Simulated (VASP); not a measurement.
A run of VASP 6.6.1:

Contents of INCAR:

```
SYSTEM = TiS2
  PREC = Accurate
  ENCUT = 500
  EDIFF = 1E-6
  ISMEAR = -1
  SIGMA = 0.05
  LREAL = .False.
  LASPH = .True.
  NELM = 120
  ALGO = Normal
  ISIF = 2
  LWAVE = .False.
  LCHARG = .True.
  GGA = PE
  LELF = .True.
  LVHAR = .True.
  NBANDS = 19
  GGA_COMPAT = .False.
```

Contents of KPOINTS:

```
Automatic mesh
0
Gamma
  6 6 3
  0 0 0
```

File POSCAR:

```
TiS2
1.0
    3.4120000000      0.0000000000      0.0000000000
   -1.7060000000      2.9548790000      0.0000000000
    0.0000000000      0.0000000000      5.6950000000
Ti S
1 2
Direct
    0.0000000000      0.0000000000      0.0000000000
    0.3333333333      0.6666666667      0.2500000000
    0.6666666667      0.3333333333      0.7500000000
```

Potentials or basis: VASP PAW PBE potentials, release 64 (Ti_sv, S).

The run is started by

```bash
$ cat potpaw_PBE.64/Ti_sv/POTCAR potpaw_PBE.64/S/POTCAR > POTCAR
$ mpirun -np 1 vasp_std > vasp.out
```

Hardware: 1 thread of Intel(R) Xeon(R) Platinum 8488C (Sapphire Rapids), with other jobs on the host.

Question: Estimate the wall time of this run.

Answer: It took 13 s on 1 thread of Intel(R) Xeon(R) Platinum 8488C (Sapphire Rapids), with other jobs on the host, peak memory 0.17 GiB. Counts: scf iterations 15, k points 17.
